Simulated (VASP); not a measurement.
# W (R-3m) in VASP: single point with PBE

Aim: the single point of W with PBE.

Everything below comes from runs of VASP 6.6.1. Logs are shortened: lines on timing, memory, paths and dates and some standing lists are left out, and cuts for length are marked.

**1. The cell of the first run**

The structure is trigonal, space group R-3m (No. 166). Conventional cell: a = 2.908 Å, b = 2.908 Å, c = 6.839 Å, α = 90.00°, β = 90.00°, γ = 120.00°. Within 3.7 Å of W (site symmetry -3m) lie 12 W at 2.83 to 2.91 Å.

**2. Single point, PBE**

Input file INCAR:

```
PREC = Accurate
ENCUT = 520
EDIFF = 1E-7
ISMEAR = 0
SIGMA = 0.1
LREAL = False
LASPH = True
NELM = 60
ALGO = Fast
ISIF = 2
LWAVE = False
LCHARG = False
GGA = PE
NBANDS = 13
ISYM = 0
```

Input file KPOINTS:

```
Automatic mesh
0
Gamma
  12 12 15
```

Input file POSCAR:

```
W
1.0
    2.9076478651      0.0000000000      0.0000000000
   -1.4538239325      2.5180969164      0.0000000000
    1.4538239325      0.8393656388      2.2798271803
W
1
Direct
    0.0000000000      0.0000000000      0.0000000000
```

Potentials or basis: VASP PAW PBE potentials, release 64 (W_sv).

Launch:

```bash
$ cat potpaw_PBE.64/W_sv/POTCAR > POTCAR
$ mpirun -np 1 vasp_std > vasp.out
```

OUTCAR:

```text
PREC = Accurate
   ENCUT = 520
   EDIFF = 1E-7
   ISMEAR = 0
   LREAL = False
   LASPH = True
   NELM = 60
   ISIF = 2
   GGA = PE
   ISYM = 0

 ion  position               nearest neighbor table
   1  0.000  0.000  0.000-

IMPORTANT INFORMATION: All symmetrisations will be switched off!
NOSYMM: (Re-)initialisation of all symmetry stuff for point group C_1.

----------------------------------------------------------------------------------------

                                     Primitive cell

  volume of cell :      16.6923

  direct lattice vectors                    reciprocal lattice vectors
     2.907647865  0.000000000  0.000000000     0.343920601  0.198562651 -0.292419826
    -1.453823932  2.518096916  0.000000000     0.000000000  0.397125303 -0.146209913
     1.453823932  0.839365639  2.279827180     0.000000000  0.000000000  0.438629739

  length of vectors
     2.907647865  2.907647865  2.831210108     0.493171228  0.423185355  0.438629739

  position of ions in fractional coordinates (direct lattice)
     0.000000000  0.000000000  0.000000000

  ion indices of the primitive-cell ions
   primitive index   ion index
                 1           1

----------------------------------------------------------------------------------------

 KPOINTS: Automatic mesh

Automatic generation of k-mesh.
 Grid dimensions read from file:
 generate k-points for:   12   12   15

 Generating k-lattice:

  Cartesian coordinates                     Fractional coordinates (reciprocal lattice)
     0.028660050  0.016546888 -0.024368319     0.083333333 -0.000000000  0.000000000
     0.000000000  0.033093775 -0.012184159     0.000000000  0.083333333  0.000000000
     0.000000000  0.000000000  0.029241983     0.000000000  0.000000000  0.066666667

  Length of vectors
     0.041097602  0.035265446  0.029241983

  Shift w.r.t. Gamma in fractional coordinates (k-lattice)
     0.000000000  0.000000000  0.000000000

 -----------------------------------------------------------------------------
|                                                                             |
|           W    W    AA    RRRRR   N    N  II  N    N   GGGG   !!!           |
|           W    W   A  A   R    R  NN   N  II  NN   N  G    G  !!!           |
|           W    W  A    A  R    R  N N  N  II  N N  N  G       !!!           |
|           W WW W  AAAAAA  RRRRR   N  N N  II  N  N N  G  GGG   !            |
|           WW  WW  A    A  R   R   N   NN  II  N   NN  G    G                |
|           W    W  A    A  R    R  N    N  II  N    N   GGGG   !!!           |
|                                                                             |
|     Your reciprocal lattice and k-lattice belong to different lattice       |
|     classes:                                                                |
|                                                                             |
|        The reciprocal lattice is rhombohedral (trigonal),                   |
|        whereas your k-lattice is base-centered monoclinic.                  |
|                                                                             |
|     Results are often still useful ...                                      |
|                                                                             |
 -----------------------------------------------------------------------------

 WARNING: IBZKPT: internal override: KBLOWUP is changed to .FALSE.
      ... skipping the blow-up phase ...

 Subroutine IBZKPT returns following result:
 ===========================================

 Found   1082 irreducible k-points:

 Following reciprocal coordinates:
            Coordinates               Weight
  0.000000  0.000000  0.000000      1.000000
  0.083333  0.000000 -0.000000      2.000000
  0.166667  0.000000  0.000000      2.000000
  0.250000 -0.000000 -0.000000      2.000000
  0.333333  0.000000 -0.000000      2.000000
  0.416667 -0.000000 -0.000000      2.000000
[... 16 lines left out ...]
  0.250000  0.166667 -0.000000      2.000000
  0.333333  0.166667 -0.000000      2.000000
 [... further k-points ...]
   k-points           NKPTS =   1082   k-points in BZ     NKDIM =   1082   number of bands    NBANDS=     13
   number of dos      NEDOS =    301   number of ions     NIONS =      1
   total plane-waves  NPLWV =  13824
   dimension x,y,z NGX =    24 NGY =   24 NGZ =   24
   dimension x,y,z NGXF=    48 NGYF=   48 NGZF=   48
   ions per type =               1
   NGX,Y,Z   is equivalent  to a cutoff of  13.72, 13.72, 14.09 a.u.
   NGXF,Y,Z  is equivalent  to a cutoff of  27.44, 27.44, 28.19 a.u.
 SYSTEM =  unknown system
   PREC   = accura    normal or accurate (medium, high low for compatibility)
   ISTART =      0    job   : 0-new  1-cont  2-samecut
   ICHARG =      2    charge: 1-file 2-atom 10-const
   ISPIN  =      1    spin polarized calculation?
   LNONCOLLINEAR =      F non collinear calculations
   LSORBIT =      F    spin-orbit coupling
   LASPH  =      T    aspherical Exc in radial PAW
   ENCUT  =  520.0 eV  38.22 Ry    6.18 a.u.   5.41  5.41  5.26*2*pi/ulx,y,z
   NELM   =     60;   NELMIN=  2; NELMDL= -5     # of ELM steps
   EDIFF  = 0.1E-06   stopping-criterion for ELM
   LREAL  =      F    real-space projection
   EDIFFG = 0.1E-05   stopping-criterion for IOM
   NSW    =      0    number of steps for IOM
   IBRION =     -1    ionic relax: 0-MD 1-quasi-New 2-CG
   NFREE  =      0    steps in history (QN), initial steepest desc. (CG)
   ISIF   =      2    stress and relaxation
   ISYM   =      0    0-nonsym 1-usesym 2-fastsym
   POTIM  = 0.5000    time-step for ionic-motion
   TEBEG  =    0.0;   TEEND  =   0.0 temperature during run
   PSTRESS=    0.0 pullay stress
   NELECT =      14.0000    total number of electrons
   NUPDOWN=      -1.0000    fix difference up-down
   EMIN   =  10.00;   EMAX   =-10.00  energy-range for DOS
   EFERMI =   0.00;   METHOD = LEGACY
   ISMEAR =     0;   SIGMA  =   0.10  broadening in eV -4-tet -1-fermi 0-gaus
   EFERMI_NEDOS =   21; number of points for ismear=-14 and -15
   IALGO  =     68    algorithm
   IMIX   =      4    mixing-type and parameters
     AMIX     =   0.40;   BMIX     =  1.00
     AMIX_MAG =   1.60;   BMIX_MAG =  1.00
  volume/ion in A,a.u.               =      16.69       112.65
  Fermi-wavevector in a.u.,A,eV,Ry     =   1.543875  2.917501 32.430164  2.383550
  Thomas-Fermi vector in A             =   2.649476
   LORBIT       =      0    0 simple, 1 ext, 2 COOP (PROOUT), +10 PAW based schemes
   GGA     = PE    functional components
   LHFCALC =     F    Hartree Fock is set to
   AEXX    =    0.0000 exact exchange contribution
   IVDW    =     0    specifies the selected vdW correction
   LEPSILON=     F    determine dielectric tensor
   LRPA    =     F    only Hartree local field effects (RPA)
 non-spin polarized calculation
 RMM-DIIS sequential band-by-band and
 Gauss-broadening in eV      SIGMA  =   0.10
  energy-cutoff  :      520.00
  volume of cell :       16.69
 maximum number of plane-waves:       474
 NGX is ok and might be reduce to    24
   NGX = 11   NGY = 11   NGZ = 11

 number of electron      14.0000000 magnetization

 Free energy of the ion-electron system (eV)
  ---------------------------------------------------
  ext. energy  EPLUGINS =         0.00000000
  ---------------------------------------------------
  free energy    TOTEN  =       -12.48762646 eV

  energy without entropy =      -12.48144236  energy(sigma->0) =      -12.48453441

 E-fermi :  10.3047     XC(G=0): -13.3397

 val. band max:       10.3032320261   @ k =   0.1667  -0.0833   0.2667
 cond. band min:      10.3050843289   @ k =  -0.3333  -0.0833   0.2000
 fundamental gap:      0.0018523028
 Fermi energy:        10.3047291632

 k-point     1 :       0.0000    0.0000    0.0000
  band No.  band energies     occupation
      1     -63.4521      2.00000
      2     -27.1314      2.00000
      3     -27.1307      2.00000
      4     -27.0412      2.00000
      5       1.3563      2.00000
      6       9.4558      2.00000
      7       9.4575      2.00000
      8      10.2097      1.82082
      9      12.7994      0.00000
     10      12.8002      0.00000
     11      23.0123      0.00000
     12      27.8259      0.00000
     13      27.8278      0.00000

 k-point     2 :       0.0833    0.0000   -0.0000
  band No.  band energies     occupation
      1     -63.4434      2.00000
      2     -27.1899      2.00000
      3     -27.1591      2.00000
      4     -27.0841      2.00000
      5       1.7528      2.00000
      6       9.2203      2.00000
      7       9.7049      2.00000
      8      10.2891      1.17440
      9      12.3211      0.00000
     10      12.9285      0.00000
     11      23.8086      0.00000
     12      27.3646      0.00000
     13      28.0903      0.00000

 k-point     3 :       0.1667    0.0000    0.0000
  band No.  band energies     occupation
      1     -63.4193      2.00000
      2     -27.3781      2.00000
      3     -27.2360      2.00000
      4     -27.1666      2.00000
      5       2.8483      2.00000
      6       8.4024      2.00000
      7      10.4374      0.06061
      8      10.8425      0.00000
      9      11.2245      0.00000
     10      13.2970      0.00000
     11      25.9105      0.00000
     12      26.9995      0.00000
     13      28.5806      0.00000
[... 305 lines left out ...]
 k-point    23 :       0.2500    0.1667   -0.0000
  band No.  band energies     occupation
      1     -63.3507      2.00000
      2     -27.9380      2.00000
      3     -27.4573      2.00000
      4     -27.3302      2.00000
      5       5.5733      2.00000
      6       7.0453      2.00000
      7       9.3676      2.00000
      8      12.1610      0.00000
      9      14.5915      0.00000
     10      15.2368      0.00000
     11      22.5590      0.00000
     12      26.6837      0.00000
     13      27.0267      0.00000

 k-point    24 :       0.3333    0.1667   -0.0000
  band No.  band energies     occupation
      1     -63.3297      2.00000
      2     -28.0220      2.00000
      3     -27.5917      2.00000
      4     -27.3876      2.00000
      5       5.5793      2.00000
      6       6.5313      2.00000
      7      10.5009      0.00554
      8      13.2583      0.00000
      9      15.4774      0.00000
     10      16.9496      0.00000
     11      20.1181      0.00000
     12      24.9349      0.00000
     13      25.5583      0.00000

 [... further k-points ...]

------------------------ aborting loop because EDIFF is reached ----------------------------------------

  FORCE on cell =-STRESS in cart. coord.  units (eV):
  Direction    XX          YY          ZZ          XY          YZ          ZX
  --------------------------------------------------------------------------------------
  -------------------------------------------------------------------------------------
  Total       -0.0612737     -0.0608812     -0.9979282     -0.0003411     -0.0060935     -0.0105549
  in kB       -5.8812363     -5.8435615    -95.7841599     -0.0327364     -0.5848754     -1.0130958
  external PRESSURE =     -35.8363192 kB  Pullay stress =       0.0000000 kB

 VOLUME and BASIS-vectors are now :
 -----------------------------------------------------------------------------
  energy-cutoff  :      520.00
  volume of cell :       16.69
      direct lattice vectors                 reciprocal lattice vectors
     2.907647865  0.000000000  0.000000000     0.343920601  0.198562651 -0.292419826
    -1.453823932  2.518096916  0.000000000     0.000000000  0.397125303 -0.146209913
     1.453823932  0.839365639  2.279827180     0.000000000  0.000000000  0.438629739

 POSITION                                       TOTAL-FORCE (eV/Angst)
 -----------------------------------------------------------------------------------
      0.00000      0.00000      0.00000         0.000000      0.000000     -0.000000
 -----------------------------------------------------------------------------------
    total drift:                                0.000000      0.000000     -0.000000

  FREE ENERGIE OF THE ION-ELECTRON SYSTEM (eV)
  ---------------------------------------------------
  free  energy   TOTEN  =       -12.4876264644 eV

  energy  without entropy=      -12.4814423564  energy(sigma->0) =      -12.48453441
```

Run time: 4.6 min. Hardware: 1 thread of Intel Xeon 8259CL, shared host; peak memory 0.34 GiB.

Results:

| Quantity | Value |
| --- | --- |
| Free energy | -12.4876 eV |
| Pressure | -3.6 GPa |
| Band gap on the k mesh | zero (band 7 reaches 13.22 eV, above the bottom of band 8 at 9.79 eV) |

Levels at points of the mesh, in eV from the Fermi level:
```
           k point  band 5  band 6  band 7  band 8  band 9  band 10
(0.00, 0.00, 0.00)   -8.95   -0.85   -0.85   -0.10    2.49     2.50
(0.50, 0.00, 0.00)   -5.41   -4.46    2.92    4.77    5.55     5.67
(0.00, 0.50, 0.00)   -5.58   -1.12   -0.37    0.41    4.55     5.04
(0.50, 0.50, 0.00)   -5.58   -1.12   -0.37    0.41    4.55     5.04
```

Caveat: spin-orbit coupling is left out, which moves the levels of the heavy elements.
